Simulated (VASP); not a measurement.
# NaOs12 (a cell with a defect) in VASP: single point with LDA

Aim: the single point of NaOs12 (a cell with a defect) with LDA.

Program: VASP 6.6.1. These are calculated values, not measurements. Logs are shortened: lines on timing, memory, paths and dates and some standing lists are left out, and cuts for length are marked.

### 1 The cell of the first run

The cell holds a defect, 13 atoms: a = 5.480 Å, b = 8.220 Å, c = 4.326 Å, α = 90.00°, β = 90.00°, γ = 120.00°.

### 2 Single point, LDA

INCAR reads:

```
ALGO = Normal ; EDIFF = 1E-6
ENCUT = 520 ; GGA_COMPAT = F
ISIF = 2 ; ISMEAR = 0
LASPH = T ; LCHARG = F
LREAL = F ; LWAVE = F
NBANDS = 64 ; NELM = 120
PREC = Accurate ; SIGMA = 0.05
```

KPOINTS reads:

```
k-points
0
Gamma
  4 3 4
```

POSCAR reads:

```
NaOs12
1.0
    5.4800000000      0.0000000000      0.0000000000
   -4.1100000000      7.1187290000      0.0000000000
    0.0000000000      0.0000000000      4.3264600000
Os Na
12 1
Direct
   -0.0078903484     -0.0030966202      0.0001347522
    0.1388917409      0.2404507883      0.5001315163
    0.0150441672      0.3428185003      0.0001322097
    0.2045627154      0.5641775379      0.5001317474
   -0.0153754708      0.6524241898      0.0001382192
    0.0898270735      0.8129567792      0.5001389126
    0.5094866088      0.0023020963      0.0001345211
    0.7499945639      0.2902985912      0.5001310540
    0.4912379745      0.3345172994      0.0001329031
    0.6365437256      0.5467402959      0.5001331342
    0.5129524916      0.6773921300      0.0001340588
    0.6647701818      0.8960539164      0.5001352145
    0.3482247637      0.0856804635      0.5001384504
```

Potentials or basis: VASP PAW LDA potentials, release 64 (Os, Na_pv).

The run is started by

```sh
$ cat potpaw_LDA.64/Os/POTCAR potpaw_LDA.64/Na_pv/POTCAR > POTCAR
$ mpirun -np 1 vasp_std > vasp.out
```

OUTCAR:

```text
EDIFF = 1E-6
   ENCUT = 520
   ISIF = 2
   ISMEAR = 0
   LASPH = T
   LREAL = F
   NELM = 120
   PREC = Accurate

 ion  position               nearest neighbor table
   1  0.992  0.997  0.000-  11 2.63  12 2.66  12 2.66   7 2.67   9 2.76  13 2.76  13 2.76   2 2.78
                             2 2.78   3 2.78   5 2.81   7 2.81   6 2.84   6 2.84
   2  0.139  0.240  0.500-  13 2.10   8 2.36   4 2.50   3 2.53   3 2.53  10 2.63  12 2.72   9 2.74
                             9 2.74   1 2.78   1 2.78   8 3.16   6 3.39
   3  0.015  0.343  0.000-   8 2.52   8 2.52   2 2.53   2 2.53   5 2.63   9 2.64   4 2.68   4 2.68
                            11 2.74   1 2.78   7 2.78   9 2.84
   4  0.205  0.564  0.500-   8 2.38   6 2.42  10 2.44   2 2.50  11 2.61  11 2.61  12 2.63   3 2.68
                             3 2.68   5 2.74   5 2.74  10 3.04
   5  0.985  0.652  0.000-   6 2.45   6 2.45   3 2.63   9 2.66  11 2.69  10 2.72  10 2.72   4 2.74
                             4 2.74  11 2.80   1 2.81   7 2.88   8 3.37   8 3.37
   6  0.090  0.813  0.500-  13 1.96  10 2.35   4 2.42   5 2.45   5 2.45  12 2.74   1 2.84   1 2.84
                            12 2.87   7 2.97   7 2.97   2 3.39
   7  0.509  0.002  0.000-  13 2.56  13 2.56  12 2.63  12 2.63   1 2.67  11 2.68   9 2.78   3 2.78
                             1 2.81   5 2.88   6 2.97   6 2.97   8 2.98   8 2.98
   8  0.750  0.290  0.500-  13 1.99   2 2.36   4 2.38  10 2.48   3 2.52   3 2.52   9 2.71   9 2.71
                             7 2.98   7 2.98  12 3.03   2 3.16   5 3.37   5 3.37
   9  0.491  0.335  0.000-  10 2.64  10 2.64   3 2.64   5 2.66   8 2.71   8 2.71   2 2.74   2 2.74
                             1 2.76  11 2.76   7 2.78  13 2.81  13 2.81   3 2.84
  10  0.637  0.547  0.500-   6 2.35   4 2.44   8 2.48   2 2.63   9 2.64   9 2.64  11 2.65  11 2.65
                             5 2.72   5 2.72  12 2.80   4 3.04
  11  0.513  0.677  0.000-   4 2.61   4 2.61   1 2.63  10 2.65  10 2.65  12 2.67  12 2.67   7 2.68
                             5 2.69   3 2.74   9 2.76   5 2.80
  12  0.665  0.896  0.500-   7 2.63   7 2.63   4 2.63   1 2.66   1 2.66  11 2.67  11 2.67   2 2.72
                             6 2.74  10 2.80  13 2.85   6 2.87   8 3.03
  13  0.348  0.086  0.500-   6 1.96   8 1.99   2 2.10   7 2.56   7 2.56   1 2.76   1 2.76   9 2.81
                             9 2.81  12 2.85

  LATTYP: Found a simple monoclinic cell.
 ALAT       =     5.4800000000
 B/A-ratio  =     0.7895000000
 C/A-ratio  =     1.3228756879
 COS(beta)  =    -0.1889822319

  Lattice vectors:

 A1 = (   5.4800000000,   0.0000000000,   0.0000000000)
 A2 = (   0.0000000000,   0.0000000000,   4.3264600000)
 A3 = (  -1.3700000000,  -7.1187290000,   0.0000000000)

Analysis of symmetry for initial positions (statically):
=====================================================================
 Subroutine PRICEL returns:
 Original cell was already a primitive cell.

 Routine SETGRP: Setting up the symmetry group for a
 simple monoclinic supercell.

 Subroutine GETGRP returns: Found  1 space group operations
 (whereof  1 operations were pure point group operations)
 out of a pool of  4 trial point group operations.

The static configuration has the point symmetry C_1 .

Analysis of symmetry for dynamics (positions and initial velocities):
=====================================================================
 Subroutine PRICEL returns:
 Original cell was already a primitive cell.

 Routine SETGRP: Setting up the symmetry group for a
 simple monoclinic supercell.

 Subroutine GETGRP returns: Found  1 space group operations
 (whereof  1 operations were pure point group operations)
 out of a pool of  4 trial point group operations.

The dynamic configuration has the point symmetry C_1 .

 Subroutine INISYM returns: Found  1 space group operations
 (whereof  1 operations are pure point group operations),
 and found     1 'primitive' translations

----------------------------------------------------------------------------------------

                                     Primitive cell

  volume of cell :     168.7780

  direct lattice vectors                    reciprocal lattice vectors
     5.480000000  0.000000000  0.000000000     0.182481752  0.105355886  0.000000000
    -4.110000000  7.118729000  0.000000000     0.000000000  0.140474514  0.000000000
     0.000000000  0.000000000  4.326460000     0.000000000  0.000000000  0.231135848

  length of vectors
     5.480000000  8.220000157  4.326460000     0.210711776  0.140474514  0.231135848

[... 50 lines left out ...]
     0.000000000  0.000000000  0.000000000

 Subroutine IBZKPT returns following result:
 ===========================================

 Found     26 irreducible k-points:

 Following reciprocal coordinates:
            Coordinates               Weight
  0.000000  0.000000  0.000000      1.000000
  0.250000  0.000000  0.000000      2.000000
  0.500000  0.000000  0.000000      1.000000
  0.000000  0.333333  0.000000      2.000000
  0.250000  0.333333  0.000000      2.000000
  0.500000  0.333333  0.000000      2.000000
[... 16 lines left out ...]
  0.000000  0.333333  0.500000      2.000000
  0.250000  0.333333  0.500000      2.000000
 [... further k-points ...]
   k-points           NKPTS =     26   k-points in BZ     NKDIM =     26   number of bands    NBANDS=     64
   number of dos      NEDOS =    301   number of ions     NIONS =     13
   total plane-waves  NPLWV =  86016
   dimension x,y,z NGX =    42 NGY =   64 NGZ =   32
   dimension x,y,z NGXF=    84 NGYF=  128 NGZF=   64
   ions per type =              12   1
   NGX,Y,Z   is equivalent  to a cutoff of  12.74, 12.94, 12.30 a.u.
   NGXF,Y,Z  is equivalent  to a cutoff of  25.48, 25.89, 24.59 a.u.
 SYSTEM =  unknown system
   PREC   = accura    normal or accurate (medium, high low for compatibility)
   ISTART =      0    job   : 0-new  1-cont  2-samecut
   ICHARG =      2    charge: 1-file 2-atom 10-const
   ISPIN  =      1    spin polarized calculation?
   LNONCOLLINEAR =      F non collinear calculations
   LSORBIT =      F    spin-orbit coupling
   LASPH  =      T    aspherical Exc in radial PAW
   ENCUT  =  520.0 eV  38.22 Ry    6.18 a.u.  10.19 15.28  8.04*2*pi/ulx,y,z
   NELM   =    120;   NELMIN=  2; NELMDL= -5     # of ELM steps
   EDIFF  = 0.1E-05   stopping-criterion for ELM
   LREAL  =      F    real-space projection
   EDIFFG = 0.1E-04   stopping-criterion for IOM
   NSW    =      0    number of steps for IOM
   IBRION =     -1    ionic relax: 0-MD 1-quasi-New 2-CG
   NFREE  =      0    steps in history (QN), initial steepest desc. (CG)
   ISIF   =      2    stress and relaxation
   ISYM   =      2    0-nonsym 1-usesym 2-fastsym
   POTIM  = 0.5000    time-step for ionic-motion
   TEBEG  =    0.0;   TEEND  =   0.0 temperature during run
   PSTRESS=    0.0 pullay stress
   NELECT =     103.0000    total number of electrons
   NUPDOWN=      -1.0000    fix difference up-down
   EMIN   =  10.00;   EMAX   =-10.00  energy-range for DOS
   EFERMI =   0.00;   METHOD = LEGACY
   ISMEAR =     0;   SIGMA  =   0.05  broadening in eV -4-tet -1-fermi 0-gaus
   EFERMI_NEDOS =   21; number of points for ismear=-14 and -15
   IALGO  =     38    algorithm
   IMIX   =      4    mixing-type and parameters
     AMIX     =   0.40;   BMIX     =  1.00
     AMIX_MAG =   1.60;   BMIX_MAG =  1.00
  volume/ion in A,a.u.               =      12.98        87.61
  Fermi-wavevector in a.u.,A,eV,Ry     =   1.388615  2.624103 26.235474  1.928253
  Thomas-Fermi vector in A             =   2.512725
   LORBIT       =      0    0 simple, 1 ext, 2 COOP (PROOUT), +10 PAW based schemes
   GGA     = CA    functional components
   LHFCALC =     F    Hartree Fock is set to
   AEXX    =    0.0000 exact exchange contribution
   IVDW    =     0    specifies the selected vdW correction
   LEPSILON=     F    determine dielectric tensor
   LRPA    =     F    only Hartree local field effects (RPA)
 non-spin polarized calculation
 Gauss-broadening in eV      SIGMA  =   0.05
  energy-cutoff  :      520.00
  volume of cell :      168.78
 maximum number of plane-waves:      4560
 NGX is ok and might be reduce to    42
   NGX = 21   NGY = 31   NGZ = 17

 number of electron     102.9999989 magnetization

 Free energy of the ion-electron system (eV)
  ---------------------------------------------------
  ext. energy  EPLUGINS =         0.00000000
  ---------------------------------------------------
  free energy    TOTEN  =      -139.83003036 eV

  energy without entropy =     -139.82469018  energy(sigma->0) =     -139.82736027

 E-fermi :  10.0912     XC(G=0): -14.3294

 val. band max:       10.0095003555   @ k =   0.5000   0.3333   0.2500
 cond. band min:      10.0935509002   @ k =   0.0000   0.3333   0.5000
 fundamental gap:      0.0840505447
 Fermi energy:        10.0912137245

 k-point     1 :       0.0000    0.0000    0.0000
  band No.  band energies     occupation
      1     -16.2109      2.00000
      2     -15.7338      2.00000
      3     -15.3165      2.00000
      4      -1.0691      2.00000
      5       1.7789      2.00000
      6       1.9142      2.00000
[... 1573 lines left out ...]
     62      11.9120      0.00000
     63      11.9296      0.00000

 [... further k-points ...]

 [bands above 63 left out]

------------------------ aborting loop because EDIFF is reached ----------------------------------------

  FORCE on cell =-STRESS in cart. coord.  units (eV):
  Direction    XX          YY          ZZ          XY          YZ          ZX
  --------------------------------------------------------------------------------------
  -------------------------------------------------------------------------------------
  Total       45.6334018     52.5022241     17.3182769      6.3890824     -0.0005824     -0.0001691
  in kB      433.1892954    498.3937321    164.3991433     60.6503571     -0.0055283     -0.0016056
  external PRESSURE =     365.3273902 kB  Pullay stress =       0.0000000 kB

 VOLUME and BASIS-vectors are now :
 -----------------------------------------------------------------------------
  energy-cutoff  :      520.00
  volume of cell :      168.78
      direct lattice vectors                 reciprocal lattice vectors
     5.480000000  0.000000000  0.000000000     0.182481752  0.105355886  0.000000000
    -4.110000000  7.118729000  0.000000000     0.000000000  0.140474514  0.000000000
     0.000000000  0.000000000  4.326460000     0.000000000  0.000000000  0.231135848

 POSITION                                       TOTAL-FORCE (eV/Angst)
 -----------------------------------------------------------------------------------
      1.33949      7.09668      0.00058        -0.035300     -0.004332      0.000002
     -0.22713      1.71170      2.16380         0.015407     -0.048504      0.000040
     -1.32654      2.44043      0.00057         0.005870     -0.024535     -0.000068
     -1.19777      4.01623      2.16380         0.012007      0.050011      0.000042
      2.71428      4.64443      0.00060        -0.002468      0.032924     -0.000047
     -2.84900      5.78722      2.16383         0.036358      0.252174     -0.000035
      2.78253      0.01639      0.00058         0.006829     -0.007151      0.000082
      2.91684      2.06656      2.16380        -0.162170     -0.209568      0.000051
      1.31712      2.38134      0.00057         0.013243      0.016620      0.000006
      1.24116      3.89210      2.16381         0.004544      0.042245      0.000013
      0.02690      4.82217      0.00058         0.007385      0.047311     -0.000019
     -0.03984      6.37877      2.16382        -0.003604      0.014136     -0.000008
      1.55613      0.60994      2.16383         0.101900     -0.161330     -0.000058
 -----------------------------------------------------------------------------------
    total drift:                               -0.000077     -0.000228      0.000025

  FREE ENERGIE OF THE ION-ELECTRON SYSTEM (eV)
  ---------------------------------------------------
  free  energy   TOTEN  =      -139.8300303649 eV

  energy  without entropy=     -139.8246901802  energy(sigma->0) =     -139.82736027
```

Wall time 19 min (1 thread of Intel Xeon 8259CL, shared host); peak memory 0.35 GiB.

Results:

| Property | Result |
| --- | --- |
| Free energy | -139.8300 eV |
| Pressure | 36.5 GPa |
| Largest force | 0.265 eV/Å |
| Band gap on the k mesh | zero (an odd number of electrons rules out a gap without spin polarisation) |

Forces on the atoms (eV/Å):
```
Os  -0.035 -0.004  0.000
Os   0.015 -0.049  0.000
Os   0.006 -0.025  0.000
Os   0.012  0.050  0.000
Os  -0.002  0.033  0.000
Os   0.036  0.252  0.000
Os   0.007 -0.007  0.000
Os  -0.162 -0.210  0.000
Os   0.013  0.017  0.000
Os   0.005  0.042  0.000
Os   0.007  0.047  0.000
Os  -0.004  0.014  0.000
Na   0.102 -0.161  0.000
```

Caveat: the k points lie up to 0.36 Å⁻¹ apart, too coarse for converged energies and pressures of a metal; atoms lie so close that the PAW spheres overlap strongly, which falsifies energies and pressures; spin-orbit coupling is left out, which moves the levels of the heavy elements.
